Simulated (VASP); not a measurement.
A run of VASP 6.6.1 is set up as follows.

The input POSCAR:

```
Cr
1.0
    3.0406446583      0.0000000000      0.0000000000
    0.0000000000      3.0406446583      0.0000000000
    0.0000000000      0.0000000000      3.0406446583
Cr
2
Direct
    0.0000000000      0.0000000000      0.0000000000
    0.5000000000      0.5000000000      0.5000000000
```

INCAR.step1

```
SYSTEM = Cr
PREC     = Accurate       ! precision mode
ENCUT    = 520            ! plane-wave cutoff, eV
ISMEAR   = -1             ! smearing method
SIGMA    = 0.05           ! smearing width, eV
LREAL    = .False.        ! projectors in reciprocal space
LASPH    = .True.         ! aspherical terms in the spheres
NELM     = 150            ! most SCF steps
ISPIN    = 2              ! spin polarisation
MAGMOM   = 2.525 -2.525   ! initial moments
LMAXMIX  = 4              ! l up to which the mixer works
NBANDS   = 23             ! bands
GGA      = PE             ! functional
ALGO     = Normal         ! electronic algorithm
EDIFF    = 1E-4           ! SCF threshold, eV
LWAVE    = .True.         ! write WAVECAR
LCHARG   = .False.        ! write CHGCAR
```

Contents of INCAR.step2:

```
SYSTEM = Cr
PREC     = Accurate       ! precision mode
ENCUT    = 520            ! plane-wave cutoff, eV
EDIFF    = 1E-6           ! SCF threshold, eV
ISMEAR   = -1             ! smearing method
SIGMA    = 0.05           ! smearing width, eV
LREAL    = .False.        ! projectors in reciprocal space
LASPH    = .True.         ! aspherical terms in the spheres
NELM     = 150            ! most SCF steps
ALGO     = Normal         ! electronic algorithm
ISIF     = 2              ! what is computed and relaxed
LWAVE    = .False.        ! write WAVECAR
LCHARG   = .False.        ! write CHGCAR
ISPIN    = 2              ! spin polarisation
MAGMOM   = 2.525 -2.525   ! initial moments
LORBIT   = 11             ! projections on sites
LMAXMIX  = 4              ! l up to which the mixer works
METAGGA  = R2SCAN         ! meta-GGA
LMIXTAU  = .True.       
NBANDS   = 23             ! bands
ISTART   = 1
```

File KPOINTS:

```
Automatic mesh
0
Gamma
  17 17 17
  0 0 0
```

Potentials or basis: VASP PAW PBE potentials, release 64 (Cr_pv).

Run with:

```sh
$ cat potpaw_PBE.64/Cr_pv/POTCAR > POTCAR
$ cp INCAR.step1 INCAR
$ mpirun -np 1 vasp_std > vasp.out
$ cp INCAR.step2 INCAR
$ mpirun -np 1 vasp_std > vasp.out
```

(1) Predict the net moment.

(2) Estimate the band gap on the k mesh.

(3) What does it give for the site moments?

(4) Estimate the pressure.

Answers

(1) 0.00 μB per cell.

(2) 0.12 eV.

(3) Cr +2.97, -2.97 μB.

(4) -6.8 GPa.

Caveat: the PAW data sets were made with another functional, which shifts forces and pressure a little.
